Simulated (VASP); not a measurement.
# Au in VASP: further runs

Au is run at these levels: PBEsol; tasks: single point, relaxation of cell and atoms, relaxation of shape and atoms at fixed volume.

All numbers are computed with VASP 6.6.1; they aren't measurements. Logs are shortened: lines on timing, memory, paths and dates and some standing lists are left out, and cuts for length are marked.

## Step 1: The cell of the first run

It takes space group Cmcm (No. 63, orthorhombic). Conventional cell: a = 2.792 Å, b = 4.984 Å, c = 4.753 Å, α = 90.00°, β = 90.00°, γ = 90.00°. Au (site symmetry m2m) has 12 Au at 2.79 to 2.89 Å within 3.7 Å.

## Step 2: Single point, PBEsol (equal strain along all axes, cell held: -1.0 %, then relaxed in part)

The input, INCAR:

```
  PREC = Accurate
  ENCUT = 520
  EDIFF = 1E-6
  ISMEAR = 0
  SIGMA = 0.1
  LREAL = False
  LASPH = True
  NELM = 80
  ALGO = Fast
  ISIF = 2
  LWAVE = False
  LCHARG = False
  GGA = PS
  NBANDS = 30
```

The input, KPOINTS:

```
Automatic mesh
0
Gamma
  18 10 12
```

The input, POSCAR:

```
Au
1.0
    2.7918297633      0.0000000000      0.0000000000
    0.0000000000      4.9836661360      0.0000000000
    0.0000000000      0.0000000000      4.7526707760
Au
4
Direct
    0.0000000000      0.3369794549      0.7500000000
    0.5000000000      0.1630205451      0.2500000000
    0.5000000000      0.8369794549      0.7500000000
    0.0000000000      0.6630205451      0.2500000000
```

Potentials or basis: VASP PAW PBE potentials, release 64 (Au).

On the command line:

```bash
$ cat potpaw_PBE.64/Au/POTCAR > POTCAR
$ mpirun -np 1 vasp_std > vasp.out
```

OUTCAR:

```text
PREC = Accurate
   ENCUT = 520
   EDIFF = 1E-6
   ISMEAR = 0
   LREAL = False
   LASPH = True
   NELM = 80
   ISIF = 2
   GGA = PS

 ion  position               nearest neighbor table
   1  0.000  0.337  0.750-   3 2.86   3 2.86   3 2.86   3 2.86   4 2.88   4 2.88   2 2.89   2 2.89
                             2 2.89   2 2.89
   2  0.500  0.163  0.250-   4 2.86   4 2.86   4 2.86   4 2.86   3 2.88   3 2.88   1 2.89   1 2.89
                             1 2.89   1 2.89
   3  0.500  0.837  0.750-   1 2.86   1 2.86   1 2.86   1 2.86   2 2.88   2 2.88   4 2.89   4 2.89
                             4 2.89   4 2.89
   4  0.000  0.663  0.250-   2 2.86   2 2.86   2 2.86   2 2.86   1 2.88   1 2.88   3 2.89   3 2.89
                             3 2.89   3 2.89

  LATTYP: Found a simple orthorhombic cell.
 ALAT       =     2.7918297633
 B/A-ratio  =     1.7023497774
 C/A-ratio  =     1.7850895501

  Lattice vectors:

 A1 = (  -2.7918297633,   0.0000000000,   0.0000000000)
 A2 = (   0.0000000000,   0.0000000000,   4.7526707760)
 A3 = (   0.0000000000,   4.9836661360,   0.0000000000)

Analysis of symmetry for initial positions (statically):
=====================================================================
 Subroutine PRICEL returns following result:

  LATTYP: Found a base centered orthorhombic cell.
 ALAT       =     2.7918297633
 B/A-ratio  =     1.7850895501
 C/A-ratio  =     1.7023497774

  Lattice vectors:

 A1 = (  -1.3959148817,   2.4918330680,   0.0000000000)
 A2 = (  -1.3959148816,  -2.4918330680,   0.0000000000)
 A3 = (   0.0000000000,   0.0000000000,   4.7526707760)

   2 primitive cells build up your supercell.

 Routine SETGRP: Setting up the symmetry group for a
 simple orthorhombic supercell.

 Subroutine GETGRP returns: Found  8 space group operations
 (whereof  4 operations were pure point group operations)
 out of a pool of  8 trial point group operations.

The static configuration has the point symmetry C_2h.
 The point group associated with its full space group is D_2h.

Analysis of symmetry for dynamics (positions and initial velocities):
=====================================================================
 Subroutine PRICEL returns following result:

  LATTYP: Found a base centered orthorhombic cell.
 ALAT       =     2.7918297633
 B/A-ratio  =     1.7850895501
 C/A-ratio  =     1.7023497774

  Lattice vectors:

 A1 = (  -1.3959148817,   2.4918330680,   0.0000000000)
 A2 = (  -1.3959148816,  -2.4918330680,   0.0000000000)
 A3 = (   0.0000000000,   0.0000000000,   4.7526707760)

   2 primitive cells build up your supercell.

 Routine SETGRP: Setting up the symmetry group for a
 simple orthorhombic supercell.

 Subroutine GETGRP returns: Found  8 space group operations
 (whereof  4 operations were pure point group operations)
 out of a pool of  8 trial point group operations.

The dynamic configuration has the point symmetry C_2h.
 The point group associated with its full space group is D_2h.

 Subroutine INISYM returns: Found  8 space group operations
 (whereof  4 operations are pure point group operations),
 and found     2 'primitive' translations

----------------------------------------------------------------------------------------

                                     Primitive cell

  volume of cell :      33.0633

  direct lattice vectors                    reciprocal lattice vectors
    -1.395914882  2.491833068  0.000000000    -0.358188029  0.200655496  0.000000000
    -1.395914882 -2.491833068  0.000000000    -0.358188029 -0.200655496  0.000000000
     0.000000000  0.000000000  4.752670776     0.000000000  0.000000000  0.210408010

  length of vectors
     2.856188088  2.856188088  4.752670776     0.410562166  0.410562166  0.210408010

  position of ions in fractional coordinates (direct lattice)
     0.336979455  0.663020545  0.750000000
     0.663020545  0.336979455  0.250000000

  ion indices of the primitive-cell ions
   primitive index   ion index
                 1           1
                 2           4

----------------------------------------------------------------------------------------

 KPOINTS: Automatic mesh

Automatic generation of k-mesh.
 Grid dimensions read from file:
 generate k-points for:   18   10   12

 Generating k-lattice:

  Cartesian coordinates                     Fractional coordinates (reciprocal lattice)
     0.019899335  0.000000000  0.000000000     0.055555556  0.000000000  0.000000000
     0.000000000  0.020065550  0.000000000     0.000000000  0.100000000  0.000000000
     0.000000000  0.000000000  0.017534001     0.000000000  0.000000000  0.083333333

  Length of vectors
     0.019899335  0.020065550  0.017534001

  Shift w.r.t. Gamma in fractional coordinates (k-lattice)
     0.000000000  0.000000000  0.000000000

 Subroutine IBZKPT returns following result:
 ===========================================

 Found    420 irreducible k-points:

 Following reciprocal coordinates:
            Coordinates               Weight
  0.000000  0.000000  0.000000      1.000000
  0.055556  0.000000  0.000000      2.000000
  0.111111  0.000000  0.000000      2.000000
  0.166667  0.000000  0.000000      2.000000
  0.222222  0.000000  0.000000      2.000000
  0.277778  0.000000  0.000000      2.000000
[... 16 lines left out ...]
  0.111111  0.200000  0.000000      4.000000
  0.166667  0.200000  0.000000      4.000000
 [... further k-points ...]
   k-points           NKPTS =    420   k-points in BZ     NKDIM =    420   number of bands    NBANDS=     30
   number of dos      NEDOS =    301   number of ions     NIONS =      4
   total plane-waves  NPLWV =  34560
   dimension x,y,z NGX =    24 NGY =   40 NGZ =   36
   dimension x,y,z NGXF=    48 NGYF=   80 NGZF=   72
   ions per type =               4
   NGX,Y,Z   is equivalent  to a cutoff of  14.29, 13.34, 12.59 a.u.
   NGXF,Y,Z  is equivalent  to a cutoff of  28.58, 26.69, 25.19 a.u.
 SYSTEM =  unknown system
   PREC   = accura    normal or accurate (medium, high low for compatibility)
   ISTART =      0    job   : 0-new  1-cont  2-samecut
   ICHARG =      2    charge: 1-file 2-atom 10-const
   ISPIN  =      1    spin polarized calculation?
   LNONCOLLINEAR =      F non collinear calculations
   LSORBIT =      F    spin-orbit coupling
   LASPH  =      T    aspherical Exc in radial PAW
   ENCUT  =  520.0 eV  38.22 Ry    6.18 a.u.   5.19  9.27  8.84*2*pi/ulx,y,z
   NELM   =     80;   NELMIN=  2; NELMDL= -5     # of ELM steps
   EDIFF  = 0.1E-05   stopping-criterion for ELM
   LREAL  =      F    real-space projection
   EDIFFG = 0.1E-04   stopping-criterion for IOM
   NSW    =      0    number of steps for IOM
   IBRION =     -1    ionic relax: 0-MD 1-quasi-New 2-CG
   NFREE  =      0    steps in history (QN), initial steepest desc. (CG)
   ISIF   =      2    stress and relaxation
   ISYM   =      2    0-nonsym 1-usesym 2-fastsym
   POTIM  = 0.5000    time-step for ionic-motion
   TEBEG  =    0.0;   TEEND  =   0.0 temperature during run
   PSTRESS=    0.0 pullay stress
   NELECT =      44.0000    total number of electrons
   NUPDOWN=      -1.0000    fix difference up-down
   EMIN   =  10.00;   EMAX   =-10.00  energy-range for DOS
   EFERMI =   0.00;   METHOD = LEGACY
   ISMEAR =     0;   SIGMA  =   0.10  broadening in eV -4-tet -1-fermi 0-gaus
   EFERMI_NEDOS =   21; number of points for ismear=-14 and -15
   IALGO  =     68    algorithm
   IMIX   =      4    mixing-type and parameters
     AMIX     =   0.40;   BMIX     =  1.00
     AMIX_MAG =   1.60;   BMIX_MAG =  1.00
  volume/ion in A,a.u.               =      16.53       111.56
  Fermi-wavevector in a.u.,A,eV,Ry     =   1.429225  2.700843 27.792394  2.042683
  Thomas-Fermi vector in A             =   2.549201
   LORBIT       =      0    0 simple, 1 ext, 2 COOP (PROOUT), +10 PAW based schemes
   GGA     = PS    functional components
   LHFCALC =     F    Hartree Fock is set to
   AEXX    =    0.0000 exact exchange contribution
   IVDW    =     0    specifies the selected vdW correction
   LEPSILON=     F    determine dielectric tensor
   LRPA    =     F    only Hartree local field effects (RPA)
 non-spin polarized calculation
 RMM-DIIS sequential band-by-band and
 Gauss-broadening in eV      SIGMA  =   0.10
  energy-cutoff  :      520.00
  volume of cell :       66.13
 maximum number of plane-waves:      1804
 NGX is ok and might be reduce to    24
   NGX = 11   NGY = 19   NGZ = 17

 number of electron      44.0000001 magnetization

 Free energy of the ion-electron system (eV)
  ---------------------------------------------------
  ext. energy  EPLUGINS =         0.00000000
  ---------------------------------------------------
  free energy    TOTEN  =       -15.63465462 eV

  energy without entropy =      -15.62901290  energy(sigma->0) =      -15.63183376

 E-fermi :   9.7895     XC(G=0): -13.0651

 val. band max:        9.7829817910   @ k =   0.5000   0.5000   0.4167
 cond. band min:       9.7910579427   @ k =   0.0556   0.1000   0.5000
 fundamental gap:      0.0080761517
 Fermi energy:         9.7895336303

 k-point     1 :       0.0000    0.0000    0.0000
  band No.  band energies     occupation
      1      -0.4563      2.00000
      2       2.0831      2.00000
      3       2.5687      2.00000
      4       2.6544      2.00000
      5       3.2559      2.00000
      6       4.7394      2.00000
[... 22 lines left out ...]
     29      20.7219      0.00000
     30      21.2771      0.00000

 k-point     2 :       0.0556    0.0000    0.0000
  band No.  band energies     occupation
      1      -0.3774      2.00000
      2       2.1508      2.00000
      3       2.6429      2.00000
      4       2.7290      2.00000
      5       3.2666      2.00000
      6       4.7433      2.00000
[... 22 lines left out ...]
     29      20.4516      0.00000
     30      21.3204      0.00000

 k-point     3 :       0.1111    0.0000    0.0000
  band No.  band energies     occupation
      1      -0.1448      2.00000
      2       2.3447      2.00000
      3       2.8563      2.00000
      4       2.9404      2.00000
      5       3.2948      2.00000
      6       4.7117      2.00000
[... 682 lines left out ...]
     29      21.0640      0.00000
     30      22.4710      0.00000

 k-point    24 :       0.1667    0.2000    0.0000
  band No.  band energies     occupation
      1       0.5154      2.00000
      2       2.8184      2.00000
      3       3.1169      2.00000
      4       3.2918      2.00000
      5       3.4770      2.00000
      6       4.4588      2.00000
[... 22 lines left out ...]
     29      21.1534      0.00000
     30      22.6686      0.00000

 [... further k-points ...]
[... 5 lines left out ...]
  --------------------------------------------------------------------------------------
  -------------------------------------------------------------------------------------
  Total        2.4898026      1.9045848      2.1798876      0.0000000      0.0000000      0.0000000
  in kB       60.3253566     46.1461314     52.8164336      0.0000000      0.0000000      0.0000000
  external PRESSURE =      53.0959739 kB  Pullay stress =       0.0000000 kB

 VOLUME and BASIS-vectors are now :
 -----------------------------------------------------------------------------
  energy-cutoff  :      520.00
  volume of cell :       66.13
      direct lattice vectors                 reciprocal lattice vectors
     2.791829763  0.000000000  0.000000000     0.358188029  0.000000000  0.000000000
     0.000000000  4.983666136  0.000000000     0.000000000  0.200655496  0.000000000
     0.000000000  0.000000000  4.752670776     0.000000000  0.000000000  0.210408010

 POSITION                                       TOTAL-FORCE (eV/Angst)
 -----------------------------------------------------------------------------------
      0.00000      1.67939      3.56450        -0.000000      0.003270      0.000000
      1.39591      0.81244      1.18817        -0.000000     -0.003270     -0.000000
      1.39591      4.17123      3.56450         0.000000      0.003270      0.000000
      0.00000      3.30427      1.18817        -0.000000     -0.003270     -0.000000
 -----------------------------------------------------------------------------------
    total drift:                                0.000000     -0.000000     -0.000000

  FREE ENERGIE OF THE ION-ELECTRON SYSTEM (eV)
  ---------------------------------------------------
  free  energy   TOTEN  =       -15.6346546168 eV

  energy  without entropy=      -15.6290128970  energy(sigma->0) =      -15.63183376
```

It took 6.4 min on 1 thread of AMD EPYC 9R45 (Zen 5), shared host; peak memory 0.62 GiB.

Results:

- Free energy: -15.6347 eV
- Pressure: 5.3 GPa
- Largest force: 0.003 eV/Å
- Band gap on the k mesh: zero (bands 22 and 23 overlap by 4.33 eV)

Forces on the atoms (eV/Å):
```
Au   0.000  0.003  0.000
Au   0.000 -0.003  0.000
Au   0.000  0.003  0.000
Au   0.000 -0.003  0.000
```

Stress tensor (GPa, compression positive):
```
6.03 0.00 0.00
0.00 4.61 0.00
0.00 0.00 5.28
```

Levels at points of the mesh, in eV from the Fermi level:
| k point | band 20 | band 21 | band 22 | band 23 | band 24 | band 25 |
| --- | --- | --- | --- | --- | --- | --- |
| (0.00, 0.00, 0.00) | -1.92 | -1.71 | -1.36 | 0.29 | 1.39 | 2.84 |
| (0.50, 0.00, 0.00) | -1.91 | 0.10 | 0.10 | 4.51 | 4.51 | 5.99 |
| (0.00, 0.50, 0.00) | -3.14 | -2.01 | -2.01 | 2.92 | 2.92 | 3.18 |
| (0.50, 0.50, 0.00) | -1.68 | 0.39 | 0.39 | 1.78 | 1.78 | 5.87 |
| (0.00, 0.00, 0.50) | -2.43 | -1.81 | -1.81 | 0.11 | 0.11 | 3.92 |
| (0.50, 0.00, 0.50) | -1.90 | 1.14 | 1.14 | 1.14 | 1.14 | 6.87 |
| (0.00, 0.50, 0.50) | -2.63 | -2.05 | -2.05 | -2.05 | -2.05 | 10.45 |
| (0.50, 0.50, 0.50) | -1.74 | 0.46 | 0.46 | 0.46 | 0.46 | 4.24 |

Caveat: the cell differs from its parent crystal (equal strain along all axes, cell held: -1.0 %, then relaxed in part); the cell stands under pressure; the PAW data sets were made with another functional, which shifts forces and pressure a little; spin-orbit coupling is left out, which moves the levels of the heavy elements.

[end of part 1 of 2]

The gap in the log of VASP goes by the Fermi energy; the results here count the filled bands.